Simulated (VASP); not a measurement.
Set up this calculation in VASP 6.6.1, as the native input.

| Quantity | Value |
| --- | --- |
| Task | single point |
| Functional | PBEsol |
| Dispersion | D3(BJ) |
| Potentials or basis | VASP PAW PBE potentials, release 64 (Hf_pv, H) |
| Cutoff | 520 eV |
| k mesh | 5 × 5 × 5 |
| Occupations | fermi-dirac, width 0.05 eV |
| Spin | no spin polarisation |
| Dipole correction | no |
| Further INCAR settings | ALGO = Normal; EDIFF = 1e-06; NBANDS = 14 |

The structure of HfH3 lies in POSCAR:

```
HfH3
1.0
    3.0845540000      0.0000000000      0.0000000000
    0.0000000000      3.0845540000      0.0000000000
    0.0000000000      0.0000000000      3.0845540000
Hf H
1 3
Direct
    0.0000000000      0.0000000000      0.0300000000
    0.0000000000      0.5000000000      0.5000000000
    0.5000000000      0.0000000000      0.5000000000
    0.5000000000      0.5000000000      0.0000000000
```

The input as run:

INCAR

```
SYSTEM = HfH3
PREC = Accurate
ENCUT = 520
EDIFF = 1E-6
ISMEAR = -1
SIGMA = 0.05
LREAL = .FALSE.
LASPH = .TRUE.
NELM = 80
ALGO = Normal
ISIF = 2
LWAVE = .FALSE.
LCHARG = .FALSE.
GGA = PS
IVDW = 12
NBANDS = 14
```

KPOINTS

```
regular mesh
0
G
  5 5 5
  0 0 0
```

Potentials or basis: VASP PAW PBE potentials, release 64 (Hf_pv, H).

Run with:

```console
$ cat potpaw_PBE.64/Hf_pv/POTCAR potpaw_PBE.64/H/POTCAR > POTCAR
$ mpirun -np 1 vasp_std > vasp.out
```

It gave:

```yaml
Pressure: -6.5 GPa
Largest_force: 0.531 eV/Å
Dispersion_energy_per_atom: -0.176 eV
```

Caveat: the k points lie up to 0.41 Å⁻¹ apart; the PAW data sets were made with another functional, which shifts forces and pressure a little; pairwise dispersion overbinds metals, which lowers pressure and volume.

It took 11 s on 1 thread of AMD EPYC 7R13 Processor (Zen 3), with other jobs on the host, peak memory 0.12 GiB.
